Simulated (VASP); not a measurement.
Wanted: the native input for a VASP 6.6.1 run.

| Property | Result |
| --- | --- |
| Task | single point |
| Functional | r2SCAN |
| Potentials or basis | VASP PAW PBE potentials, release 64 (Zn, S) |
| Cutoff | 520 eV |
| k mesh | 6 × 6 × 2 |
| Occupations | gaussian, width 0.02 eV |
| Spin | no spin polarisation |
| Dipole correction | no |
| Further INCAR settings | ALGO = Normal; EDIFF = 1e-07; NBANDS = 46 |

Crystal: ZnS.

```
CELL_PARAMETERS angstrom
3.80874 0.00000 0.00000
-1.90437 3.29846 0.00000
0.00000 0.00000 12.46647
ATOMIC_POSITIONS crystal
Zn 0.00000 0.00000 0.00011
Zn 0.00000 0.00000 0.50011
Zn 0.33333 0.66667 0.25007
Zn 0.66667 0.33333 0.75007
S 0.00000 0.00000 0.18724
S 0.00000 0.00000 0.68724
S 0.33333 0.66667 0.43758
S 0.66667 0.33333 0.93758
```

One way to write it, as run:

POSCAR

```
ZnS
1.0
    3.8087369230      0.0000000000      0.0000000000
   -1.9043684615      3.2984629317      0.0000000000
    0.0000000000      0.0000000000     12.4664651283
Zn S
4 4
Direct
    0.0000000000      0.0000000000      0.0001143919
    0.0000000000      0.0000000000      0.5001143919
    0.3333333333      0.6666666667      0.2500706172
    0.6666666667      0.3333333333      0.7500706172
    0.0000000000      0.0000000000      0.1872361440
    0.0000000000      0.0000000000      0.6872361440
    0.3333333333      0.6666666667      0.4375788470
    0.6666666667      0.3333333333      0.9375788470
```

INCAR.step1

```
PREC = Accurate ; ENCUT = 520
ISMEAR = 0 ; SIGMA = 0.02
LREAL = False ; LASPH = True
NELM = 60 ; NBANDS = 46
GGA = PE ; ALGO = Normal
EDIFF = 1E-4 ; LWAVE = True
LCHARG = False
```

INCAR.step2

```
PREC = Accurate ; ENCUT = 520
EDIFF = 1E-7 ; ISMEAR = 0
SIGMA = 0.02 ; LREAL = False
LASPH = True ; NELM = 60
ALGO = Normal ; ISIF = 2
LWAVE = False ; LCHARG = True
METAGGA = R2SCAN ; LMIXTAU = True
LELF = True ; LVHAR = True
NBANDS = 46 ; ISTART = 1
```

KPOINTS

```
Automatic mesh
0
Gamma
  6 6 2
```

Potentials or basis: VASP PAW PBE potentials, release 64 (Zn, S).

Run with:

```bash
$ cat potpaw_PBE.64/Zn/POTCAR potpaw_PBE.64/S/POTCAR > POTCAR
$ cp INCAR.step1 INCAR
$ mpirun -np 1 vasp_std > vasp.out
$ cp INCAR.step2 INCAR
$ mpirun -np 1 vasp_std > vasp.out
```

Results of the run:

```yaml
Pressure: 0.0 GPa
Largest_force: 0.008 eV/Å
Band_gap_on_the_k_mesh: 2.75 eV, direct
```

Caveat: the PAW data sets were made with another functional, which shifts forces and pressure a little.

It took 5 min on 1 thread of Intel(R) Xeon(R) Platinum 8488C (Sapphire Rapids) (shared host), peak memory 0.32 GiB.
